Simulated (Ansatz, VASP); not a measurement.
# CO2: VASP beside Ansatz

Contents of INCAR:

```
PREC = Accurate ; ENCUT = 520
EDIFF = 1E-7 ; ISMEAR = 0
SIGMA = 0.05 ; LREAL = False
LASPH = True ; NELM = 100
ALGO = Normal ; ISIF = 2
LWAVE = False ; LCHARG = False
GGA = PE ; NBANDS = 44
```

Contents of KPOINTS:

```
regular mesh
0
Gamma
  4 4 4
```

POSCAR

```
CO2
1.0
    6.0577362522      0.0000000000     -0.9086604378
    0.0000000000      6.0577362522      0.0000000000
   -0.9086604378      0.0000000000      5.8760041646
C O
4 8
Direct
    0.0000000000      0.0000000000      0.0000000000
    0.5000000000      0.0000000000      0.5000000000
    0.5000000000      0.5000000000      0.0000000000
    0.0000000000      0.5000000000      0.5000000000
    0.1114834447      0.1114834447      0.1114834447
    0.3885165553      0.8885165553      0.6114834447
    0.6114834447      0.3885165553      0.8885165553
    0.8885165553      0.6114834447      0.3885165553
    0.8885165553      0.8885165553      0.8885165553
    0.6114834447      0.1114834447      0.3885165553
    0.3885165553      0.6114834447      0.1114834447
    0.1114834447      0.3885165553      0.6114834447
```

Input for Ansatz:

```yaml
crystal:
  lattice:
    - [6.0577362522, 0.0, -0.9086604378]
    - [0.0, 6.0577362522, 0.0]
    - [-0.9086604378, 0.0, 5.8760041646]
  atoms:
    - { symbol: C, position: [0.0, 0.0, 0.0] }
    - { symbol: C, position: [0.5, 0.0, 0.5] }
    - { symbol: C, position: [0.5, 0.5, 0.0] }
    - { symbol: C, position: [0.0, 0.5, 0.5] }
    - { symbol: O, position: [0.1114834447, 0.1114834447, 0.1114834447] }
    - { symbol: O, position: [0.3885165553, 0.8885165553, 0.6114834447] }
    - { symbol: O, position: [0.6114834447, 0.3885165553, 0.8885165553] }
    - { symbol: O, position: [0.8885165553, 0.6114834447, 0.3885165553] }
    - { symbol: O, position: [0.8885165553, 0.8885165553, 0.8885165553] }
    - { symbol: O, position: [0.6114834447, 0.1114834447, 0.3885165553] }
    - { symbol: O, position: [0.3885165553, 0.6114834447, 0.1114834447] }
    - { symbol: O, position: [0.1114834447, 0.3885165553, 0.6114834447] }
basis:
  ecutwfc: 520.0
kpoints:
  mp_grid: { grid: [4, 4, 4] }
hamiltonian:
  xc: pbe
scf:
  occupations: { method: gaussian, width: 0.05 }
output:
  forces: true
  stress: true
  eigenvalues: true
  write_density: true
  write_potential: true
  elf: true
  volumetric_format: npy
```

Change from the starting cell: engineering shear strain xz -0.3000, normal strain along z -0.0300.

Alike in both runs: task single point; functional PBE; k mesh 4 × 4 × 4; occupations gaussian, width 0.05 eV; no spin polarisation.

|  | VASP | Ansatz |
| --- | --- | --- |
| version | VASP 6.6.1 | Ansatz 0.2.0 |
| potentials or method | VASP PAW PBE potentials, release 64 (C, O), cutoff 520 eV | scalar-relativistic, plane waves, PAW |
| valence electrons in the cell | 64 | 64 |

```tsv
	VASP	Ansatz	Ansatz less VASP
gap on the k mesh at the Fermi level (eV)	6.22	6.25	+0.027
least direct gap on the mesh (eV)	6.22	6.25	+0.027
pressure (GPa)	13.2	11.5	-1.76
traceless stress, the component that is largest in VASP (GPa)	30.74	29.82	-0.919
rms of the force components (eV/Å)	7.463	7.025	-0.4382
```

Atom by atom the forces differ by 0.520 eV/Å (rms over components). With one functional, cell and mesh, what is left measures potentials, basis and numerics.

Noted on VASP's run: the standard files for N, O and F lose accuracy on very short bonds.
